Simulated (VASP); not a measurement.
## TiGe4Mo: relaxation of cell and atoms with PBE

Crystal: TiGe4Mo.

```
Ti Ge Mo
1.0
     2.50326   -4.36434    0.00000
     2.50326    4.36434    0.00000
     0.00000    0.00000    5.00651
Ti Ge Mo
1 4 1
Direct
  0.50000 0.50000 0.50000
  0.66167 0.33833 0.00000
  0.16167 0.83833 0.50000
  0.33833 0.66167 0.00000
  0.83833 0.16167 0.50000
  0.00000 0.00000 0.00000
```

```json
{
 "Program": "VASP 6.6.1",
 "Task": "relaxation of cell and atoms",
 "Functional": "PBE",
 "Potentials or basis": "VASP PAW PBE potentials, release 64 (Ti_sv, Ge_d, Mo_sv)",
 "Cutoff": "600 eV",
 "k mesh": "4 × 4 × 4",
 "Occupations": "gaussian, width 0.1 eV",
 "Spin": "no spin polarisation",
 "Dipole correction": "no",
 "Further INCAR settings": "ALGO = Normal; EDIFF = 1e-07; IBRION = 2; EDIFFG = -0.04; NSW = 90; ISIF = 3"
}
```

* Relaxed volume: 15.76 Å³/atom
* Relaxed cell: a = 4.825 Å, b = 4.825 Å, c = 4.744 Å, α = 90.00°, β = 90.00°, γ = 121.10°
* Space group after relaxing (to 0.1 Å): Cmmm (No. 65)
* Energy gained by relaxing: 123.9 meV/atom
* Ionic steps: 9
* Pressure after relaxing: 0.0 GPa
* Largest force after relaxing: 0.004 eV/Å
* Band gap on the k mesh: zero (bands 41 and 42 overlap by 1.43 eV)

Forces in eV/Å, atoms in the order of the input:
```
Ti   0.000  0.000  0.000
Ge   0.000 -0.004  0.000
Ge   0.000  0.002  0.000
Ge   0.000  0.004  0.000
Ge   0.000 -0.002  0.000
Mo   0.000  0.000  0.000
```

Stress tensor (GPa, compression positive):
```
 0.03  0.00  0.00
 0.00  0.17  0.00
 0.00  0.00 -0.08
```

The path:
```tsv
step	energy change (eV)	largest force (eV/Å)	pressure (GPa)	volume (Å³)
1	0.0000	0.2647	-13.91	109.39
2	-0.3208	0.6803	16.42	86.20
3	-0.7270	0.3185	-0.17	95.01
4	-0.7270	0.3285	0.18	94.73
5	-0.7406	0.1605	0.24	94.54
6	-0.7412	0.1174	0.27	94.48
7	-0.7427	0.0447	-0.24	94.81
8	-0.7427	0.0349	-0.32	94.86
9	-0.7432	0.0038	0.04	94.58
```

Final structure:
```
CELL_PARAMETERS angstrom
2.37247 -4.20170 0.00000
2.37247 4.20170 0.00000
0.00000 0.00000 4.74388
ATOMIC_POSITIONS crystal
Ti 0.50000 0.50000 0.50000
Ge 0.66090 0.33910 0.00000
Ge 0.16513 0.83487 0.50000
Ge 0.33910 0.66090 0.00000
Ge 0.83487 0.16513 0.50000
Mo 0.00000 0.00000 0.00000
```

Levels at points of the mesh, in eV from the Fermi level:
| k point | band 39 | band 40 | band 41 | band 42 | band 43 | band 44 |
| --- | --- | --- | --- | --- | --- | --- |
| (0.00, 0.00, 0.00) | -1.40 | -0.95 | -0.80 | 1.19 | 2.32 | 2.45 |
| (0.50, 0.00, 0.00) | -1.52 | -1.50 | -0.43 | -0.19 | 1.38 | 1.58 |
| (0.50, 0.50, 0.00) | -0.72 | 0.02 | 0.05 | 0.32 | 0.56 | 1.22 |
| (0.00, 0.00, 0.50) | -1.37 | -1.05 | -0.93 | -0.78 | 1.89 | 2.50 |
| (0.50, 0.00, 0.50) | -1.04 | -0.52 | 0.65 | 0.78 | 2.24 | 2.36 |
| (0.50, 0.50, 0.50) | -0.43 | -0.05 | -0.02 | 0.62 | 0.77 | 1.27 |

Wall time 8.3 min on 1 thread of Intel(R) Xeon(R) 6975P-C (Granite Rapids) (shared host), peak memory 0.33 GiB.

Caveat: the k points lie up to 0.38 Å⁻¹ apart in the final cell, too coarse for converged energies and pressures of a metal.
